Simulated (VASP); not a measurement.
A run of VASP 6.6.1 is set up as follows.

File POSCAR:

```
SrCl2
1.0
    1.8442954555      4.6107386389      4.6107386389
    4.6107386389      1.8442954555      4.6107386389
    4.6107386389      4.6107386389      1.8442954555
Sr Cl
1 2
Direct
    0.0000000000      0.0000000000      0.0000000000
    0.2500000000      0.2500000000      0.2500000000
    0.7500000000      0.7500000000      0.7500000000
```

Contents of INCAR.step1:

```
ALGO = Normal
EDIFF = 1E-4
ENCUT = 520
GGA = PE
ISMEAR = 0
LASPH = True
LCHARG = False
LREAL = False
LWAVE = True
NBANDS = 19
NELM = 60
PREC = Accurate
SIGMA = 0.05
```

INCAR.step2

```
ALGO = Normal
EDIFF = 1E-6
ENCUT = 520
ISIF = 2
ISMEAR = 0
ISTART = 1
LASPH = True
LCHARG = False
LMIXTAU = True
LREAL = False
LWAVE = False
METAGGA = R2SCAN
NBANDS = 19
NELM = 60
PREC = Accurate
SIGMA = 0.05
```

The input KPOINTS:

```
k-points
0
Gamma
  6 6 6
```

Potentials or basis: VASP PAW PBE potentials, release 64 (Sr_sv, Cl).

Run with:

```sh
$ cat potpaw_PBE.64/Sr_sv/POTCAR potpaw_PBE.64/Cl/POTCAR > POTCAR
$ cp INCAR.step1 INCAR
$ mpirun -np 1 vasp_std > vasp.out
$ cp INCAR.step2 INCAR
$ mpirun -np 1 vasp_std > vasp.out
```

Task: Predict the pressure.

Result: 7.3 GPa.

Task: Predict the largest force.

Result: 0.516 eV/Å.

Forces in eV/Å, atoms in the order of the input:
```
Sr   0.000  0.000  0.000
Cl  -0.298 -0.298 -0.298
Cl   0.298  0.298  0.298
```

Caveat: the PAW data sets were made with another functional, which shifts forces and pressure a little.
